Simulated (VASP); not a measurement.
# Ti (P6_3/mmc) in VASP: further runs

The runs below take Ti through single point, with r2SCAN.

Everything below comes from runs of VASP 6.6.1. Logs are shortened: lines on timing, memory, paths and dates and some standing lists are left out, and cuts for length are marked.

**1. The cell of the first run**

It takes space group P6_3/mmc (No. 194, hexagonal). The conventional cell has a = 2.950 Å, b = 2.950 Å, c = 4.686 Å, α = 90.00°, β = 90.00°, γ = 120.00°. Within 3.8 Å of Ti (site symmetry -6m2) lie 12 Ti at 2.90 to 2.95 Å.

**2. Single point, r2SCAN**

POSCAR

```
Ti
1.0
    2.9499978604      0.0000000000      0.0000000000
   -1.4749989302      2.5547730882      0.0000000000
    0.0000000000      0.0000000000      4.6860000000
Ti
2
Direct
    0.3333333333      0.6666666667      0.2500000000
    0.6666666667      0.3333333333      0.7500000000
```

INCAR.step1

```
PREC = Accurate
ENCUT = 520
ISMEAR = 0
SIGMA = 0.15
LREAL = F
LASPH = T
NELM = 100
NBANDS = 19
GGA = PE
ALGO = Normal
EDIFF = 1E-4
LWAVE = T
LCHARG = F
```

INCAR.step2

```
PREC = Accurate
ENCUT = 520
EDIFF = 1E-6
ISMEAR = 0
SIGMA = 0.15
LREAL = F
LASPH = T
NELM = 100
ALGO = Normal
ISIF = 2
LWAVE = F
LCHARG = F
METAGGA = R2SCAN
LMIXTAU = T
NBANDS = 19
ISTART = 1
```

KPOINTS

```
regular mesh
0
Gamma
  18 18 10
```

Potentials or basis: VASP PAW PBE potentials, release 64 (Ti_sv).

Launch:

```bash
> cat potpaw_PBE.64/Ti_sv/POTCAR > POTCAR
> cp INCAR.step1 INCAR
> mpirun -np 1 vasp_std > vasp.out
> cp INCAR.step2 INCAR
> mpirun -np 1 vasp_std > vasp.out
```

OUTCAR:

```text
PREC = Accurate
   ENCUT = 520
   EDIFF = 1E-6
   ISMEAR = 0
   LREAL = F
   LASPH = T
   NELM = 100
   ISIF = 2
   METAGGA = R2SCAN
   ISTART = 1

 ion  position               nearest neighbor table
   1  0.333  0.667  0.250-   2 2.90   2 2.90   2 2.90   2 2.90   2 2.90   2 2.90
   2  0.667  0.333  0.750-   1 2.90   1 2.90   1 2.90   1 2.90   1 2.90   1 2.90

  LATTYP: Found a hexagonal cell.
 ALAT       =     2.9499978604
 C/A-ratio  =     1.5884757284

  Lattice vectors:

 A1 = (   2.9499978604,   0.0000000000,   0.0000000000)
 A2 = (  -1.4749989302,   2.5547730882,   0.0000000000)
 A3 = (   0.0000000000,   0.0000000000,   4.6860000000)

Analysis of symmetry for initial positions (statically):
=====================================================================
 Subroutine PRICEL returns:
 Original cell was already a primitive cell.

 Routine SETGRP: Setting up the symmetry group for a
 hexagonal supercell.

 Subroutine GETGRP returns: Found 24 space group operations
 (whereof 12 operations were pure point group operations)
 out of a pool of 24 trial point group operations.

The static configuration has the point symmetry D_3d.
 The point group associated with its full space group is D_6h.

Analysis of symmetry for dynamics (positions and initial velocities):
=====================================================================
 Subroutine PRICEL returns:
 Original cell was already a primitive cell.

 Routine SETGRP: Setting up the symmetry group for a
 hexagonal supercell.

 Subroutine GETGRP returns: Found 24 space group operations
 (whereof 12 operations were pure point group operations)
 out of a pool of 24 trial point group operations.

The dynamic configuration has the point symmetry D_3d.
 The point group associated with its full space group is D_6h.

 Subroutine INISYM returns: Found 24 space group operations
 (whereof 12 operations are pure point group operations),
 and found     1 'primitive' translations

----------------------------------------------------------------------------------------

                                     Primitive cell

  volume of cell :      35.3164

  direct lattice vectors                    reciprocal lattice vectors
     2.949997860  0.000000000  0.000000000     0.338983297  0.195712098  0.000000000
    -1.474998930  2.554773088  0.000000000     0.000000000  0.391424195  0.000000000
     0.000000000  0.000000000  4.686000000     0.000000000  0.000000000  0.213401622

  length of vectors
     2.949997860  2.949997860  4.686000000     0.391424195  0.391424195  0.213401622

  position of ions in fractional coordinates (direct lattice)
     0.333333333  0.666666667  0.250000000
     0.666666667  0.333333333  0.750000000

  ion indices of the primitive-cell ions
   primitive index   ion index
                 1           1
                 2           2

----------------------------------------------------------------------------------------

 KPOINTS: regular mesh

Automatic generation of k-mesh.
 Grid dimensions read from file:
 generate k-points for:   18   18   10

 Generating k-lattice:

  Cartesian coordinates                     Fractional coordinates (reciprocal lattice)
     0.018832405  0.010872894  0.000000000     0.055555556  0.000000000  0.000000000
     0.000000000  0.021745789  0.000000000     0.000000000  0.055555556  0.000000000
     0.000000000  0.000000000  0.021340162     0.000000000  0.000000000  0.100000000

  Length of vectors
     0.021745789  0.021745789  0.021340162

  Shift w.r.t. Gamma in fractional coordinates (k-lattice)
     0.000000000  0.000000000  0.000000000

 Subroutine IBZKPT returns following result:
 ===========================================

 Found    222 irreducible k-points:

 Following reciprocal coordinates:
            Coordinates               Weight
  0.000000  0.000000  0.000000      1.000000
  0.055556  0.000000  0.000000      6.000000
  0.111111  0.000000  0.000000      6.000000
  0.166667  0.000000  0.000000      6.000000
  0.222222  0.000000  0.000000      6.000000
  0.277778  0.000000  0.000000      6.000000
[... 16 lines left out ...]
  0.333333  0.111111  0.000000     12.000000
  0.388889  0.111111  0.000000     12.000000
 [... further k-points ...]
   k-points           NKPTS =    222   k-points in BZ     NKDIM =    222   number of bands    NBANDS=     19
   number of dos      NEDOS =    301   number of ions     NIONS =      2
   total plane-waves  NPLWV =  20736
   dimension x,y,z NGX =    24 NGY =   24 NGZ =   36
   dimension x,y,z NGXF=    48 NGYF=   48 NGZF=   72
   ions per type =               2
   NGX,Y,Z   is equivalent  to a cutoff of  13.53, 13.53, 12.77 a.u.
   NGXF,Y,Z  is equivalent  to a cutoff of  27.05, 27.05, 25.54 a.u.
 SYSTEM =  unknown system
   PREC   = accura    normal or accurate (medium, high low for compatibility)
   ISTART =      1    job   : 0-new  1-cont  2-samecut
   ICHARG =      0    charge: 1-file 2-atom 10-const
   ISPIN  =      1    spin polarized calculation?
   LNONCOLLINEAR =      F non collinear calculations
   LSORBIT =      F    spin-orbit coupling
   LASPH  =      T    aspherical Exc in radial PAW
   ENCUT  =  520.0 eV  38.22 Ry    6.18 a.u.   5.49  5.49  8.71*2*pi/ulx,y,z
   NELM   =    100;   NELMIN=  2; NELMDL=  0     # of ELM steps
   EDIFF  = 0.1E-05   stopping-criterion for ELM
   LREAL  =      F    real-space projection
   EDIFFG = 0.1E-04   stopping-criterion for IOM
   NSW    =      0    number of steps for IOM
   IBRION =     -1    ionic relax: 0-MD 1-quasi-New 2-CG
   NFREE  =      0    steps in history (QN), initial steepest desc. (CG)
   ISIF   =      2    stress and relaxation
   ISYM   =      2    0-nonsym 1-usesym 2-fastsym
   POTIM  = 0.5000    time-step for ionic-motion
   TEBEG  =    0.0;   TEEND  =   0.0 temperature during run
   PSTRESS=    0.0 pullay stress
   NELECT =      24.0000    total number of electrons
   NUPDOWN=      -1.0000    fix difference up-down
   EMIN   =  10.00;   EMAX   =-10.00  energy-range for DOS
   EFERMI =   0.00;   METHOD = LEGACY
   ISMEAR =     0;   SIGMA  =   0.15  broadening in eV -4-tet -1-fermi 0-gaus
   EFERMI_NEDOS =   21; number of points for ismear=-14 and -15
   IALGO  =     38    algorithm
   IMIX   =      4    mixing-type and parameters
     AMIX     =   0.40;   BMIX     =  1.00
     AMIX_MAG =   1.60;   BMIX_MAG =  1.00
  volume/ion in A,a.u.               =      17.66       119.16
  Fermi-wavevector in a.u.,A,eV,Ry     =   1.439306  2.719894 28.185854  2.071602
  Thomas-Fermi vector in A             =   2.558176
   LORBIT       =      0    0 simple, 1 ext, 2 COOP (PROOUT), +10 PAW based schemes
   METAGGA = R2SCAN    functional components
   LHFCALC =     F    Hartree Fock is set to
   AEXX    =    0.0000 exact exchange contribution
   IVDW    =     0    specifies the selected vdW correction
   LEPSILON=     F    determine dielectric tensor
   LRPA    =     F    only Hartree local field effects (RPA)
 non-spin polarized calculation
 Gauss-broadening in eV      SIGMA  =   0.15
  energy-cutoff  :      520.00
  volume of cell :       35.32
 maximum number of plane-waves:       980
 NGX is ok and might be reduce to    24
   NGX = 11   NGY = 11   NGZ = 17

 number of electron      24.0000001 magnetization

 Free energy of the ion-electron system (eV)
  ---------------------------------------------------
  ext. energy  EPLUGINS =         0.00000000
  ---------------------------------------------------
  free energy    TOTEN  =       -25.90756091 eV

  energy without entropy =      -25.88759201  energy(sigma->0) =      -25.89757646

 E-fermi :   8.2219     XC(G=0): -12.3119

 val. band max:        8.2187738944   @ k =   0.2222   0.2222   0.5000
 cond. band min:       8.2229290905   @ k =   0.0556   0.0000   0.5000
 fundamental gap:      0.0041551961
 Fermi energy:         8.2219283013

 k-point     1 :       0.0000    0.0000    0.0000
  band No.  band energies     occupation
      1     -51.0467      2.00000
      2     -50.9139      2.00000
      3     -26.5851      2.00000
      4     -25.9512      2.00000
      5     -25.9511      2.00000
      6     -25.8908      2.00000
[... 11 lines left out ...]
     18      10.0320      0.00000
     19      11.5421      0.00000

 k-point     2 :       0.0556    0.0000    0.0000
  band No.  band energies     occupation
      1     -51.0437      2.00000
      2     -50.9127      2.00000
      3     -26.5783      2.00000
      4     -25.9651      2.00000
      5     -25.9558      2.00000
      6     -25.8935      2.00000
[... 11 lines left out ...]
     18       9.9807      0.00000
     19      11.5695      0.00000

 k-point     3 :       0.1111    0.0000    0.0000
  band No.  band energies     occupation
      1     -51.0349      2.00000
      2     -50.9092      2.00000
      3     -26.5585      2.00000
      4     -26.0054      2.00000
      5     -25.9690      2.00000
      6     -25.9110      2.00000
[... 11 lines left out ...]
     18       9.8437      0.00000
     19      11.6380      0.00000

 k-point     4 :       0.1667    0.0000    0.0000
  band No.  band energies     occupation
      1     -51.0212      2.00000
      2     -50.9041      2.00000
      3     -26.5269      2.00000
      4     -26.0676      2.00000
      5     -25.9887      2.00000
      6     -25.9734      2.00000
[... 11 lines left out ...]
     18      10.0710      0.00000
     19      11.7210      0.00000

 k-point     5 :       0.2222    0.0000    0.0000
  band No.  band energies     occupation
      1     -51.0038      2.00000
      2     -50.8983      2.00000
      3     -26.4856      2.00000
      4     -26.1444      2.00000
      5     -26.0482      2.00000
      6     -26.0121      2.00000
[... 11 lines left out ...]
     18      10.4047      0.00000
     19      11.7988      0.00000

 k-point     6 :       0.2778    0.0000    0.0000
  band No.  band energies     occupation
      1     -50.9846      2.00000
      2     -50.8930      2.00000
      3     -26.4374      2.00000
      4     -26.2268      2.00000
      5     -26.1256      2.00000
      6     -26.0363      2.00000
[... 11 lines left out ...]
     18      10.7849      0.00000
     19      11.8619      0.00000

 k-point     7 :       0.3333    0.0000    0.0000
  band No.  band energies     occupation
      1     -50.9653      2.00000
      2     -50.8891      2.00000
      3     -26.3861      2.00000
      4     -26.3046      2.00000
      5     -26.1967      2.00000
      6     -26.0586      2.00000
[... 11 lines left out ...]
     18      11.1751      0.00000
     19      11.9080      0.00000

 k-point     8 :       0.3889    0.0000    0.0000
  band No.  band energies     occupation
      1     -50.9482      2.00000
      2     -50.8873      2.00000
      3     -26.3681      2.00000
      4     -26.3369      2.00000
      5     -26.2537      2.00000
      6     -26.0765      2.00000
[... 256 lines left out ...]
 k-point    20 :       0.1667    0.1111    0.0000
  band No.  band energies     occupation
      1     -50.9969      2.00000
      2     -50.8963      2.00000
      3     -26.4686      2.00000
      4     -26.1490      2.00000
      5     -26.1081      2.00000
      6     -25.9982      2.00000
[... 11 lines left out ...]
     18      10.6799      0.00000
     19      11.7684      0.00000

 k-point    21 :       0.2222    0.1111    0.0000
  band No.  band energies     occupation
      1     -50.9785      2.00000
      2     -50.8915      2.00000
      3     -26.4216      2.00000
      4     -26.2236      2.00000
      5     -26.1642      2.00000
      6     -26.0346      2.00000
[... 11 lines left out ...]
     18      11.1154      0.00000
     19      11.8076      0.00000

 k-point    22 :       0.2778    0.1111    0.0000
  band No.  band energies     occupation
      1     -50.9600      2.00000
      2     -50.8882      2.00000
      3     -26.3714      2.00000
      4     -26.2960      2.00000
      5     -26.2135      2.00000
      6     -26.0695      2.00000
[... 11 lines left out ...]
     18      11.5826      0.00000
     19      11.8374      0.00000

 k-point    23 :       0.3333    0.1111    0.0000
  band No.  band energies     occupation
      1     -50.9433      2.00000
      2     -50.8870      2.00000
      3     -26.3552      2.00000
      4     -26.3227      2.00000
      5     -26.2531      2.00000
      6     -26.0977      2.00000
[... 11 lines left out ...]
     18      11.8572      0.00000
     19      12.0613      0.00000

 k-point    24 :       0.3889    0.1111    0.0000
  band No.  band energies     occupation
      1     -50.9311      2.00000
      2     -50.8877      2.00000
      3     -26.3937      2.00000
      4     -26.2834      2.00000
      5     -26.2789      2.00000
      6     -26.1159      2.00000
[... 11 lines left out ...]
     18      11.8680      0.00000
     19      12.5356      0.00000

 [... further k-points ...]

------------------------ aborting loop because EDIFF is reached ----------------------------------------

  FORCE on cell =-STRESS in cart. coord.  units (eV):
  Direction    XX          YY          ZZ          XY          YZ          ZX
  --------------------------------------------------------------------------------------
  -------------------------------------------------------------------------------------
  Total       -0.3742773     -0.3742773     -0.5104049      0.0000000      0.0000000      0.0000000
  in kB      -16.9796109    -16.9796109    -23.1552304      0.0000000      0.0000000      0.0000000
  external PRESSURE =     -19.0381507 kB  Pullay stress =       0.0000000 kB

 VOLUME and BASIS-vectors are now :
 -----------------------------------------------------------------------------
  energy-cutoff  :      520.00
  volume of cell :       35.32
      direct lattice vectors                 reciprocal lattice vectors
     2.949997860  0.000000000  0.000000000     0.338983297  0.195712098  0.000000000
    -1.474998930  2.554773088  0.000000000     0.000000000  0.391424195  0.000000000
     0.000000000  0.000000000  4.686000000     0.000000000  0.000000000  0.213401622

 POSITION                                       TOTAL-FORCE (eV/Angst)
 -----------------------------------------------------------------------------------
     -0.00000      1.70318      1.17150         0.000000     -0.000000      0.000000
      1.47500      0.85159      3.51450        -0.000000      0.000000      0.000000
 -----------------------------------------------------------------------------------
    total drift:                               -0.000000      0.000000     -0.000000

  FREE ENERGIE OF THE ION-ELECTRON SYSTEM (eV)
  ---------------------------------------------------
  free  energy   TOTEN  =       -25.9075609116 eV

  energy  without entropy=      -25.8875920103  energy(sigma->0) =      -25.89757646
```

It took 9 min on 1 thread of Intel Xeon 8259CL, shared host; peak memory 0.26 GiB.

Results:

| Property | Result |
| --- | --- |
| Free energy | -25.9076 eV |
| Pressure | -1.9 GPa |
| Band gap on the k mesh | zero (bands 12 and 13 overlap by 1.23 eV) |

Stress tensor (GPa, compression positive):
```
-1.70  0.00  0.00
 0.00 -1.70  0.00
 0.00  0.00 -2.32
```

Caveat: the PAW data sets were made with another functional, which shifts forces and pressure a little.

**3. Single point, r2SCAN**

POSCAR is that of step 2.

Changes to INCAR.step1 since step 2:

```diff
@@ -6,3 +6,3 @@
 LASPH = T
-NELM = 100
+NELM = 60
 NBANDS = 19
```

Changes to INCAR.step2 since step 2:

```diff
@@ -7,3 +7,3 @@
 LASPH = T
-NELM = 100
+NELM = 60
 ALGO = Normal
```

KPOINTS

```
regular mesh
0
Gamma
  21 21 12
```

Potentials or basis: VASP PAW PBE potentials, release 64 (Ti_sv).

Launch:

```bash
> cat potpaw_PBE.64/Ti_sv/POTCAR > POTCAR
> cp INCAR.step1 INCAR
> mpirun -np 1 vasp_std > vasp.out
> cp INCAR.step2 INCAR
> mpirun -np 1 vasp_std > vasp.out
```

It took 13 min on 1 thread of Intel Xeon 8259CL, shared host; peak memory 0.3 GiB.

Results (log left out):

| Item | Value |
| --- | --- |
| Free energy | -25.9077 eV |
| Pressure | -1.9 GPa |
| Band gap on the k mesh | zero (bands 12 and 13 overlap by 1.29 eV) |

Stress tensor (GPa, compression positive):
```
-1.70  0.00  0.00
 0.00 -1.70  0.00
 0.00  0.00 -2.31
```

Levels at points of the mesh, in eV from the Fermi level:
```csv
k point,band 9,band 10,band 11,band 12,band 13,band 14,band 15,band 16
"(0.00, 0.00, 0.00)",-6.58,-2.82,0.49,0.86,0.86,0.94,1.37,1.37
"(0.00, 0.00, 0.50)",-4.67,-4.67,0.05,0.05,0.78,0.78,0.78,0.78
```

Caveat: the PAW data sets were made with another functional, which shifts forces and pressure a little.
